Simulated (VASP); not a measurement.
Ti, 1 atom in the cell. Symmetry: Fm-3m, No. 225, cubic system. The conventional cell has a = 4.109 Å, b = 4.109 Å, c = 4.109 Å, α = 90.00°, β = 90.00°, γ = 90.00°. Within 3.8 Å of Ti (site symmetry m-3m) lie 12 Ti at 2.91 Å. This isn't the form of Ti at room conditions, which is hcp.

- Program: VASP 6.6.1
- Task: single point
- Functional: r2SCAN
- Potentials or basis: VASP PAW PBE potentials, release 64 (Ti_sv)
- Cutoff: 520 eV
- k mesh: 22 × 22 × 22
- Occupations: fermi-dirac, width 0.05 eV
- Spin: collinear spin
- Starting moments: [1.0] μB
- Dipole correction: no
- Further INCAR settings: ALGO = Normal; EDIFF = 1e-06; NBANDS = 16

Potentials or basis: VASP PAW PBE potentials, release 64 (Ti_sv).

The run is started by

```console
$ cat potpaw_PBE.64/Ti_sv/POTCAR > POTCAR
$ cp INCAR.step1 INCAR
$ mpirun -np 1 vasp_std > vasp.out
$ cp INCAR.step2 INCAR
$ mpirun -np 1 vasp_std > vasp.out
```

Hardware: 1 thread of Oxide Virtual Turin-like Processor, on a shared host.

Problem. How long does it take, and how much memory?

Solution. Run time: 14 min on 1 thread of Oxide Virtual Turin-like Processor, on a shared host, peak memory 0.22 GiB. Counts: k points 328.
